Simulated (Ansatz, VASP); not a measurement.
Two plane-wave programs on Al2P3

Contents of INCAR:

```
SYSTEM = Al2P3
PREC = Accurate ; ENCUT = 600
EDIFF = 1E-6 ; ISMEAR = 0
SIGMA = 0.1 ; LREAL = .FALSE.
LASPH = .TRUE. ; NELM = 100
ALGO = Normal ; ISIF = 3
LWAVE = .FALSE. ; LCHARG = .FALSE.
GGA = PE ; IBRION = 2
NSW = 100 ; EDIFFG = -0.01
```

File KPOINTS:

```
regular mesh
0
G
  12 12 6
  0 0 0
```

POSCAR

```
Al2P3
1.0
    3.4895477508      0.0000000000      0.0000000000
   -1.7447738754      3.0220369999      0.0000000000
    0.0000000000      0.0000000000      7.7597302583
Al P
2 3
Direct
    0.3333333333      0.6666666667      0.1886971986
    0.6666666667      0.3333333333      0.8113028014
    0.3333333333      0.6666666667      0.6023860357
    0.6666666667      0.3333333333      0.3976139643
    0.0000000000      0.0000000000      0.0000000000
```

Input for Ansatz:

```yaml
crystal:
  lattice:
    - [3.4895477508, 0.0, 0.0]
    - [-1.7447738754, 3.0220369999, 0.0]
    - [0.0, 0.0, 7.7597302583]
  atoms:
    - { symbol: Al, position: [0.3333333333, 0.6666666667, 0.1886971986] }
    - { symbol: Al, position: [0.6666666667, 0.3333333333, 0.8113028014] }
    - { symbol: P, position: [0.3333333333, 0.6666666667, 0.6023860357] }
    - { symbol: P, position: [0.6666666667, 0.3333333333, 0.3976139643] }
    - { symbol: P, position: [0.0, 0.0, 0.0] }
basis:
  ecutwfc: 420
kpoints:
  mp_grid: { grid: [12, 12, 6] }
hamiltonian:
  xc: pbe
scf:
  occupations: { method: gaussian, width: 0.1 }
output:
  forces: true
  stress: true
  eigenvalues: true
relax:
  adjacent_minimum: "off"
  f_tol: 0.01
  max_steps: 80
  cell: { stress_tol: 0.05 }
```

Change from the starting cell: species swapped into the Mg3Sb2 type (P-3m1, No. 164).

Alike in both runs: task relaxation of cell and atoms; functional PBE; k mesh 12 × 12 × 6; occupations gaussian, width 0.1 eV; no spin polarisation.

```csv
,VASP,Ansatz
version,VASP 6.6.1,Ansatz 0.2.0
potentials or method,"VASP PAW PBE potentials, release 64 (Al, P), cutoff 600 eV","scalar-relativistic, plane waves, PAW"
valence electrons in the cell,21,21
```

|  | VASP | Ansatz | Ansatz less VASP |
| --- | --- | --- | --- |
| gap on the k mesh at the Fermi level, each at its own relaxed structure (eV) | none | none | - |
| relaxed volume (Å³/atom) | 16.27 | 16.29 | +0.018 |
| relaxed cell length with the largest relative difference (Å) | 3.462 | 3.463 | +0.0017 |

A gap of «none» marks a metal or a gap that the smearing closes.
